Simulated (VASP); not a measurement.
# C (P6_3/mmc) in VASP: a series of runs, part 2 of 2

VASP 6.6.1.

### 3 Single point, PBEsol+D3(BJ) (engineering shear strain xy +0.0000, normal strain along z -0.0467)

INCAR reads:

```
  PREC = Accurate
  ENCUT = 520
  EDIFF = 1E-6
  ISMEAR = 0
  SIGMA = 0.15
  LREAL = F
  LASPH = T
  NELM = 80
  ALGO = Normal
  ISIF = 2
  LWAVE = F
  LCHARG = T
  GGA = PS
  IVDW = 12
  LELF = T
  LVHAR = T
  NBANDS = 16
```

KPOINTS reads:

```
Automatic mesh
0
Gamma
  18 18 6
```

POSCAR reads:

```
C
1.0
    2.4580081300      0.0000000000      0.0000000000
   -1.2290040650      2.1286974833      0.0000000000
    0.0000000000      0.0000000000      6.2727680850
C
4
Direct
    0.0000000000      0.0000000000      0.0025000000
    0.0000000000      0.0000000000      0.5025000000
    0.3333333333      0.6666666667      0.0025000000
    0.6666666667      0.3333333333      0.5025000000
```

Potentials or basis: VASP PAW PBE potentials, release 64 (C).

Launch:

```console
cat potpaw_PBE.64/C/POTCAR > POTCAR
mpirun -np 1 vasp_std > vasp.out
```

OUTCAR:

```text
PREC = Accurate
   ENCUT = 520
   EDIFF = 1E-6
   ISMEAR = 0
   LREAL = F
   LASPH = T
   NELM = 80
   ISIF = 2
   GGA = PS
   IVDW = 12
 IVDW          = 12

 ion  position               nearest neighbor table
   1  0.000  0.000  0.002-   3 1.42   3 1.42   3 1.42
   2  0.000  0.000  0.502-   4 1.42   4 1.42   4 1.42
   3  0.333  0.667  0.002-   1 1.42   1 1.42   1 1.42
   4  0.667  0.333  0.502-   2 1.42   2 1.42   2 1.42

  LATTYP: Found a hexagonal cell.
 ALAT       =     2.4580081300
 C/A-ratio  =     2.5519720657

  Lattice vectors:

 A1 = (   2.4580081300,   0.0000000000,   0.0000000000)
 A2 = (  -1.2290040650,   2.1286974833,   0.0000000000)
 A3 = (   0.0000000000,   0.0000000000,   6.2727680850)

Analysis of symmetry for initial positions (statically):
=====================================================================
 Subroutine PRICEL returns:
 Original cell was already a primitive cell.

 Routine SETGRP: Setting up the symmetry group for a
 hexagonal supercell.

 Subroutine GETGRP returns: Found 24 space group operations
 (whereof  6 operations were pure point group operations)
 out of a pool of 24 trial point group operations.

The static configuration has the point symmetry C_3v.
 The point group associated with its full space group is D_6h.

Analysis of symmetry for dynamics (positions and initial velocities):
=====================================================================
 Subroutine PRICEL returns:
 Original cell was already a primitive cell.

 Routine SETGRP: Setting up the symmetry group for a
 hexagonal supercell.

 Subroutine GETGRP returns: Found 24 space group operations
 (whereof  6 operations were pure point group operations)
 out of a pool of 24 trial point group operations.

The dynamic configuration has the point symmetry C_3v.
 The point group associated with its full space group is D_6h.

 Subroutine INISYM returns: Found 24 space group operations
 (whereof  6 operations are pure point group operations),
 and found     1 'primitive' translations

----------------------------------------------------------------------------------------

                                     Primitive cell

  volume of cell :      32.8214

  direct lattice vectors                    reciprocal lattice vectors
     2.458008130  0.000000000  0.000000000     0.406833479  0.234885419  0.000000000
    -1.229004065  2.128697483  0.000000000     0.000000000  0.469770838  0.000000000
     0.000000000  0.000000000  6.272768085     0.000000000  0.000000000  0.159419253

  length of vectors
     2.458008130  2.458008130  6.272768085     0.469770838  0.469770838  0.159419253

  position of ions in fractional coordinates (direct lattice)
     0.000000000  0.000000000  0.002500000
     0.000000000  0.000000000  0.502500000
     0.333333333  0.666666667  0.002500000
     0.666666667  0.333333333  0.502500000

  ion indices of the primitive-cell ions
   primitive index   ion index
                 1           1
                 2           2
                 3           3
                 4           4
[... 23 lines left out ...]
 ===========================================

 Found    148 irreducible k-points:

 Following reciprocal coordinates:
            Coordinates               Weight
  0.000000  0.000000  0.000000      1.000000
  0.055556  0.000000  0.000000      6.000000
  0.111111  0.000000  0.000000      6.000000
  0.166667  0.000000  0.000000      6.000000
  0.222222  0.000000  0.000000      6.000000
  0.277778 -0.000000  0.000000      6.000000
[... 16 lines left out ...]
  0.333333  0.111111  0.000000     12.000000
  0.388889  0.111111  0.000000     12.000000
 [... further k-points ...]
   k-points           NKPTS =    148   k-points in BZ     NKDIM =    148   number of bands    NBANDS=     16
   number of dos      NEDOS =    301   number of ions     NIONS =      4
   total plane-waves  NPLWV =  15552
   dimension x,y,z NGX =    18 NGY =   18 NGZ =   48
   dimension x,y,z NGXF=    36 NGYF=   36 NGZF=   96
   ions per type =               4
   NGX,Y,Z   is equivalent  to a cutoff of  12.17, 12.17, 12.72 a.u.
   NGXF,Y,Z  is equivalent  to a cutoff of  24.35, 24.35, 25.44 a.u.
 SYSTEM =  unknown system
   PREC   = accura    normal or accurate (medium, high low for compatibility)
   ISTART =      0    job   : 0-new  1-cont  2-samecut
   ICHARG =      2    charge: 1-file 2-atom 10-const
   ISPIN  =      1    spin polarized calculation?
   LNONCOLLINEAR =      F non collinear calculations
   LSORBIT =      F    spin-orbit coupling
   LASPH  =      T    aspherical Exc in radial PAW
   ENCUT  =  520.0 eV  38.22 Ry    6.18 a.u.   4.57  4.57 11.66*2*pi/ulx,y,z
   NELM   =     80;   NELMIN=  2; NELMDL= -5     # of ELM steps
   EDIFF  = 0.1E-05   stopping-criterion for ELM
   LREAL  =      F    real-space projection
   EDIFFG = 0.1E-04   stopping-criterion for IOM
   NSW    =      0    number of steps for IOM
   IBRION =     -1    ionic relax: 0-MD 1-quasi-New 2-CG
   NFREE  =      0    steps in history (QN), initial steepest desc. (CG)
   ISIF   =      2    stress and relaxation
   ISYM   =      2    0-nonsym 1-usesym 2-fastsym
   POTIM  = 0.5000    time-step for ionic-motion
   TEBEG  =    0.0;   TEEND  =   0.0 temperature during run
   PSTRESS=    0.0 pullay stress
   NELECT =      16.0000    total number of electrons
   NUPDOWN=      -1.0000    fix difference up-down
   EMIN   =  10.00;   EMAX   =-10.00  energy-range for DOS
   EFERMI =   0.00;   METHOD = LEGACY
   ISMEAR =     0;   SIGMA  =   0.15  broadening in eV -4-tet -1-fermi 0-gaus
   EFERMI_NEDOS =   21; number of points for ismear=-14 and -15
   IALGO  =     38    algorithm
   IMIX   =      4    mixing-type and parameters
     AMIX     =   0.40;   BMIX     =  1.00
     AMIX_MAG =   1.60;   BMIX_MAG =  1.00
  volume/ion in A,a.u.               =       8.21        55.37
  Fermi-wavevector in a.u.,A,eV,Ry     =   1.288435  2.434790 22.586567  1.660066
  Thomas-Fermi vector in A             =   2.420389
   LORBIT       =      0    0 simple, 1 ext, 2 COOP (PROOUT), +10 PAW based schemes
   GGA     = PS    functional components
   LHFCALC =     F    Hartree Fock is set to
   AEXX    =    0.0000 exact exchange contribution
   IVDW    =    12    specifies the selected vdW correction
   LEPSILON=     F    determine dielectric tensor
   LRPA    =     F    only Hartree local field effects (RPA)
 non-spin polarized calculation
 Gauss-broadening in eV      SIGMA  =   0.15
  energy-cutoff  :      520.00
  volume of cell :       32.82
 maximum number of plane-waves:       908
   NGX =  9   NGY =  9   NGZ = 23

 number of electron      15.9999995 magnetization

 Free energy of the ion-electron system (eV)
  ---------------------------------------------------
  ext. energy  EPLUGINS =         0.00000000
  ---------------------------------------------------
  free energy    TOTEN  =       -38.53087171 eV

  energy without entropy =      -38.52968497  energy(sigma->0) =      -38.53027834

 E-fermi :   5.2356     XC(G=0): -11.0335

 val. band max:        5.2164986829   @ k =   0.3333   0.3333   0.1667
 cond. band min:       5.2357176919   @ k =   0.3333   0.3333   0.5000
 fundamental gap:      0.0192190090
 Fermi energy:         5.2356065857

 k-point     1 :       0.0000    0.0000    0.0000
  band No.  band energies     occupation
      1     -14.5117      2.00000
      2     -14.0030      2.00000
      3      -3.6993      2.00000
      4      -0.9041      2.00000
      5       2.2946      2.00000
      6       2.2946      2.00000
[... 433 lines left out ...]
      3      -7.0615      2.00000
      4      -6.7754      2.00000
      5      -2.0173      2.00000
      6      -1.8752      2.00000
[... 8 lines left out ...]
     15      18.9131      0.00000
     16      19.4547      0.00000

 [... further k-points ...]

------------------------ aborting loop because EDIFF is reached ----------------------------------------

 Edisp (eV)   -0.47052

 E8    (eV) :    -0.2288

  FORCE on cell =-STRESS in cart. coord.  units (eV):
  Direction    XX          YY          ZZ          XY          YZ          ZX
  --------------------------------------------------------------------------------------
  -------------------------------------------------------------------------------------
  Total       0.23489     0.23489     0.44882     0.00000     0.00000    -0.00000
  in kB      11.46638    11.46638    21.90911     0.00000     0.00000    -0.00000
  external pressure =       14.95 kB  Pullay stress =        0.00 kB

 VOLUME and BASIS-vectors are now :
 -----------------------------------------------------------------------------
  energy-cutoff  :      520.00
  volume of cell :       32.82
      direct lattice vectors                 reciprocal lattice vectors
     2.458008130  0.000000000  0.000000000     0.406833479  0.234885419  0.000000000
    -1.229004065  2.128697483  0.000000000     0.000000000  0.469770838  0.000000000
     0.000000000  0.000000000  6.272768085     0.000000000  0.000000000  0.159419253

 POSITION                                       TOTAL-FORCE (eV/Angst)
 -----------------------------------------------------------------------------------
      0.00000      0.00000      0.01568         0.000000     -0.000000      0.000000
      0.00000      0.00000      3.15207        -0.000000      0.000000      0.000000
     -0.00000      1.41913      0.01568        -0.000000      0.000000     -0.000000
      1.22900      0.70957      3.15207         0.000000     -0.000000      0.000000
 -----------------------------------------------------------------------------------
    total drift:                               -0.000000     -0.000000      0.000015

  FREE ENERGIE OF THE ION-ELECTRON SYSTEM (eV)
  ---------------------------------------------------
  free  energy   TOTEN  =       -39.0013893027 eV

  energy  without entropy=      -39.0002025632  energy(sigma->0) =      -39.00079593
```

Run time: 24 s. Hardware: 1 thread of Intel Xeon 6975P-C (Granite Rapids), shared host; peak memory 0.18 GiB.

What came out:

| Quantity | Value |
| --- | --- |
| Free energy | -39.0014 eV |
| Pressure | 1.5 GPa |
| Band gap on the k mesh | zero (band 8 reaches 5.25 eV, above the bottom of band 9 at 5.20 eV) |
| Dispersion energy per atom | -0.118 eV |

Caveat: the cell differs from its parent crystal (engineering shear strain xy +0.0000, normal strain along z -0.0467); the PAW data sets were made with another functional, which shifts forces and pressure a little.

### 4 Single point, PBEsol+D3(BJ) (engineering shear strain xy +0.0000, normal strain along z -0.0233)

INCAR reads:

```
SYSTEM = C
ALGO = Normal ; EDIFF = 1E-7
ENCUT = 520 ; GGA = PS
ISIF = 2 ; ISMEAR = 0
IVDW = 12 ; LASPH = .True.
LCHARG = .False. ; LREAL = .False.
LWAVE = .False. ; NBANDS = 16
NELM = 100 ; PREC = Accurate
SIGMA = 0.15
```

KPOINTS reads:

```
k-points
0
Gamma
  18 18 6
  0 0 0
```

Changes to POSCAR since step 3:

```diff
@@ -4,3 +4,3 @@
    -1.2290040650      2.1286974833      0.0000000000
-    0.0000000000      0.0000000000      6.2727680850
+    0.0000000000      0.0000000000      6.4267414126
 C
```

Launch:

```console
cat potpaw_PBE.64/C/POTCAR > POTCAR
mpirun -np 1 vasp_std > vasp.out
```

Run time: 26 s. Hardware: 1 thread of Intel Xeon 6975P-C (Granite Rapids), shared host; peak memory 0.18 GiB.

Results (log left out):

```yaml
Free_energy: -39.0095 eV
Pressure: 1.1 GPa
Band_gap_on_the_k_mesh: zero (band 8 reaches 5.03 eV, above the bottom of band 9 at 4.99 eV)
Dispersion_energy_per_atom: -0.115 eV
```

Stress tensor (GPa, compression positive):
```
1.19 0.00 0.00
0.00 1.19 0.00
0.00 0.00 0.88
```

Levels at points of the mesh, in eV from the Fermi level:
| k point | band 4 | band 5 | band 6 | band 7 | band 8 | band 9 | band 10 | band 11 | band 12 | band 13 |
| --- | --- | --- | --- | --- | --- | --- | --- | --- | --- | --- |
| (0.00, 0.00, 0.00) | -6.32 | -2.95 | -2.95 | -2.92 | -2.92 | 4.42 | 8.37 | 8.37 | 8.45 | 8.45 |
| (0.50, 0.00, 0.00) | -13.16 | -6.41 | -6.32 | -2.91 | -2.04 | 1.52 | 2.33 | 7.21 | 7.77 | 11.34 |
| (0.00, 0.00, 0.50) | -7.71 | -2.94 | -2.94 | -2.94 | -2.94 | 7.45 | 7.45 | 8.41 | 8.41 | 8.41 |
| (0.50, 0.00, 0.50) | -13.24 | -6.36 | -6.36 | -2.36 | -2.36 | 1.62 | 1.62 | 7.48 | 7.48 | 12.72 |

Caveat: the cell differs from its parent crystal (engineering shear strain xy +0.0000, normal strain along z -0.0233); the PAW data sets were made with another functional, which shifts forces and pressure a little.

### 5 Single point, PBEsol+D3(BJ) (engineering shear strain xy +0.0000, normal strain along z +0.0233)

INCAR reads:

```
SYSTEM = C
PREC     = Accurate       ! precision mode
ENCUT    = 520            ! plane-wave cutoff, eV
EDIFF    = 1E-6           ! SCF threshold, eV
ISMEAR   = 0              ! smearing method
SIGMA    = 0.15           ! smearing width, eV
LREAL    = .FALSE.        ! projectors in reciprocal space
LASPH    = .TRUE.         ! aspherical terms in the spheres
NELM     = 60             ! most SCF steps
ALGO     = Normal         ! electronic algorithm
ISIF     = 2              ! what is computed and relaxed
LWAVE    = .FALSE.        ! write WAVECAR
LCHARG   = .TRUE.         ! write CHGCAR
GGA      = PS             ! functional
IVDW     = 12             ! dispersion correction
LELF     = .TRUE.         ! ELF
LVHAR    = .TRUE.       
NBANDS   = 16             ! bands
```

KPOINTS reads:

```
regular mesh
0
G
  18 18 6
  0 0 0
```

Changes to POSCAR since step 4:

```diff
@@ -4,3 +4,3 @@
    -1.2290040650      2.1286974833      0.0000000000
-    0.0000000000      0.0000000000      6.4267414126
+    0.0000000000      0.0000000000      6.7333720564
 C
```

Potentials or basis: VASP PAW PBE potentials, release 64 (C).

Launch:

```console
cat potpaw_PBE.64/C/POTCAR > POTCAR
mpirun -np 1 vasp_std > vasp.out
```

OUTCAR:

```text
SYSTEM = C
   PREC = Accurate
   ENCUT = 520
   EDIFF = 1E-6
   ISMEAR = 0
   LREAL = .FALSE.
   LASPH = .TRUE.
   NELM = 60
   ISIF = 2
   GGA = PS
   IVDW = 12
 IVDW          = 12

 ion  position               nearest neighbor table
   1  0.000  0.000  0.002-   3 1.42   3 1.42   3 1.42
   2  0.000  0.000  0.502-   4 1.42   4 1.42   4 1.42
   3  0.333  0.667  0.002-   1 1.42   1 1.42   1 1.42
   4  0.667  0.333  0.502-   2 1.42   2 1.42   2 1.42

  LATTYP: Found a hexagonal cell.
[... 657 lines left out ...]

 E8    (eV) :    -0.2136

  FORCE on cell =-STRESS in cart. coord.  units (eV):
  Direction    XX          YY          ZZ          XY          YZ          ZX
  --------------------------------------------------------------------------------------
  -------------------------------------------------------------------------------------
  Total       0.27085     0.27085    -0.18617    -0.00000    -0.00000     0.00000
  in kB      12.31718    12.31718    -8.46612    -0.00000    -0.00000     0.00000
  external pressure =        5.39 kB  Pullay stress =        0.00 kB

 VOLUME and BASIS-vectors are now :
 -----------------------------------------------------------------------------
  energy-cutoff  :      520.00
  volume of cell :       35.23
      direct lattice vectors                 reciprocal lattice vectors
     2.458008130  0.000000000  0.000000000     0.406833479  0.234885419  0.000000000
    -1.229004065  2.128697483  0.000000000     0.000000000  0.469770838  0.000000000
     0.000000000  0.000000000  6.733372056     0.000000000  0.000000000  0.148513997

 POSITION                                       TOTAL-FORCE (eV/Angst)
 -----------------------------------------------------------------------------------
      0.00000      0.00000      0.01683        -0.000000      0.000000     -0.000000
      0.00000      0.00000      3.38352         0.000000     -0.000000      0.000000
     -0.00000      1.41913      0.01683        -0.000000      0.000000      0.000000
      1.22900      0.70957      3.38352         0.000000     -0.000000      0.000000
 -----------------------------------------------------------------------------------
    total drift:                               -0.000000     -0.000000     -0.000005

  FREE ENERGIE OF THE ION-ELECTRON SYSTEM (eV)
  ---------------------------------------------------
  free  energy   TOTEN  =       -39.0099534947 eV

  energy  without entropy=      -39.0087390445  energy(sigma->0) =      -39.00934627
```

OSZICAR:

```text
N       E                     dE             d eps       ncg     rms          rms(c)
DAV:   1     0.271894051053E+02    0.27189E+02   -0.80129E+03  4744   0.940E+02
DAV:   2    -0.383714505598E+02   -0.65561E+02   -0.59695E+02  6760   0.182E+02
DAV:   3    -0.409405714311E+02   -0.25691E+01   -0.25556E+01  6216   0.334E+01
DAV:   4    -0.409619055756E+02   -0.21334E-01   -0.21326E-01  5984   0.362E+00
DAV:   5    -0.409622363734E+02   -0.33080E-03   -0.33078E-03  6096   0.426E-01    0.909E+00
DAV:   6    -0.391401663591E+02    0.18221E+01   -0.11983E+00  5712   0.696E+00    0.526E+00
DAV:   7    -0.385661123749E+02    0.57405E+00   -0.14552E+00  5776   0.779E+00    0.137E+00
DAV:   8    -0.385719042459E+02   -0.57919E-02   -0.73741E-02  5656   0.163E+00    0.300E-01
DAV:   9    -0.385704621374E+02    0.14421E-02   -0.21847E-03  6000   0.323E-01    0.914E-02
DAV:  10    -0.385705963186E+02   -0.13418E-03   -0.51041E-04  5416   0.143E-01    0.672E-02
DAV:  11    -0.385705882171E+02    0.81015E-05   -0.30372E-05  6024   0.371E-02    0.560E-03
DAV:  12    -0.385705888302E+02   -0.61313E-06   -0.10042E-06  5136   0.674E-03
   1 F= -.39009953E+02 E0= -.39009346E+02  d E =-.121445E-02
```

stdout:

```text
POSCAR found type information on POSCAR C
 POSCAR found :  1 types and       4 ions
 scaLAPACK will be used
 -----------------------------------------------------------------------------
|                                                                             |
|                                                                             |
|     You enforced a specific xc type in the INCAR file but a different       |
|     I HOPE YOU KNOW WHAT YOU ARE DOING!                                     |
|                                                                             |
 -----------------------------------------------------------------------------

 LDA part: xc-table for (Slater+PW92), standard interpolation
 POSCAR, INCAR and KPOINTS ok, starting setup
 FFT: planning ... GRIDC
 FFT: planning ... GRID_SOFT
 FFT: planning ... GRID
 WAVECAR not read
 entering main loop
```

Run time: 27 s. Hardware: 1 thread of Intel Xeon 6975P-C (Granite Rapids), shared host; peak memory 0.19 GiB.

What came out:

* Free energy: -39.0100 eV
* Pressure: 0.5 GPa
* Band gap on the k mesh: zero (band 8 reaches 4.62 eV, above the bottom of band 9 at 4.59 eV)
* Dispersion energy per atom: -0.110 eV

Levels at points of the mesh, in eV from the Fermi level:
```tsv
k point	band 4	band 5	band 6	band 7	band 8	band 9	band 10	band 11	band 12	band 13
(0.00, 0.00, 0.00)	-6.63	-2.97	-2.97	-2.95	-2.95	4.00	8.36	8.36	8.41	8.41
(0.50, 0.00, 0.00)	-13.21	-6.41	-6.36	-2.78	-2.10	1.48	2.18	7.28	7.67	11.08
(0.00, 0.00, 0.50)	-7.72	-2.96	-2.96	-2.96	-2.96	6.63	6.63	8.39	8.39	8.39
(0.50, 0.00, 0.50)	-13.26	-6.39	-6.39	-2.37	-2.37	1.62	1.62	7.47	7.47	12.40
```

Caveat: the cell differs from its parent crystal (engineering shear strain xy +0.0000, normal strain along z +0.0233); the PAW data sets were made with another functional, which shifts forces and pressure a little.

### 6 Summary

| cell | gap on the mesh (eV) | pressure (GPa) |
| --- | --- | --- |
| a = 2.458, b = 2.458, c = 6.119 Å, angles 90.0, 90.0, 120.0°, 4 atoms | none | 2.0 |
| a = 2.458, b = 2.458, c = 6.273 Å, angles 90.0, 90.0, 120.0°, 4 atoms | none | 1.5 |
| a = 2.458, b = 2.458, c = 6.427 Å, angles 90.0, 90.0, 120.0°, 4 atoms | none | 1.1 |
| a = 2.458, b = 2.458, c = 6.733 Å, angles 90.0, 90.0, 120.0°, 4 atoms | none | 0.5 |

Alike in all rows: task single point; level PBEsol+D3(BJ); potentials or basis VASP PAW PBE potentials, release 64 (C); no spin polarisation; k mesh 18 × 18 × 6; cutoff (eV) 520; smearing gaussian 0.15 eV.

Caveats: the PAW data sets were made with another functional, which shifts forces and pressure a little.

Total energies depend on the potentials used, so only differences within one code and one set of settings carry meaning.
